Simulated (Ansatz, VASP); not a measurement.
Sn3Se: VASP beside Ansatz

INCAR

```
SYSTEM = Sn3Se
PREC = Accurate ; ENCUT = 520
EDIFF = 1E-6 ; ISMEAR = 0
SIGMA = 0.15 ; LREAL = .FALSE.
LASPH = .TRUE. ; NELM = 60
ALGO = Normal ; ISIF = 2
LWAVE = .FALSE. ; LCHARG = .FALSE.
GGA = PE ; NBANDS = 32
```

Contents of KPOINTS:

```
Automatic mesh
0
G
  12 12 12
  0 0 0
```

POSCAR

```
Sn3Se
1.0
    0.0000000000      3.7279542406      4.1007496647
    3.7279542406      0.0000000000      4.1007496647
    3.7279542406      3.7279542406      0.0000000000
Sn Se
3 1
Direct
    0.2500000000      0.2500000000      0.2500000000
    0.7500000000      0.7500000000      0.7500000000
    0.5000000000      0.5000000000      0.5000000000
    0.0000000000      0.0000000000      0.0000000000
```

Input for Ansatz:

```yaml
crystal:
  lattice:
    - [0.0, 3.7279542406, 4.1007496647]
    - [3.7279542406, 0.0, 4.1007496647]
    - [3.7279542406, 3.7279542406, 0.0]
  atoms:
    - { symbol: Sn, position: [0.25, 0.25, 0.25] }
    - { symbol: Sn, position: [0.75, 0.75, 0.75] }
    - { symbol: Sn, position: [0.5, 0.5, 0.5] }
    - { symbol: Se, position: [0.0, 0.0, 0.0] }
basis:
  ecutwfc: 420
kpoints:
  mp_grid: { grid: [12, 12, 12] }
hamiltonian:
  xc: pbe
scf:
  occupations: { method: gaussian, width: 0.15 }
output:
  forces: true
  stress: true
  eigenvalues: true
```

Change from the starting cell: strain +0.1000 x Voigt [0, 0, 1, 0, 0, 0], atoms carried along.

Alike in both runs: task single point; functional PBE; k mesh 12 × 12 × 12; occupations gaussian, width 0.15 eV; no spin polarisation.

|  | VASP | Ansatz |
| --- | --- | --- |
| version | VASP 6.6.1 | Ansatz 0.2.0 |
| potentials or method | VASP PAW PBE potentials, release 64 (Sn_d, Se), cutoff 520 eV | scalar-relativistic, plane waves, PAW |
| valence electrons in the cell | 48 | 58 |

|  | VASP | Ansatz | Ansatz less VASP |
| --- | --- | --- | --- |
| gap on the k mesh at the Fermi level (eV) | none | none | - |
| pressure (GPa) | -3.6 | -3.6 | +0.04 |

A gap of «none» marks a metal or a gap that the smearing closes. With one functional, cell and mesh, what is left measures potentials, basis and numerics. VASP's potentials hold 48 valence electrons a cell and Ansatz's 58, so a difference there can come from the potentials and not from the codes.
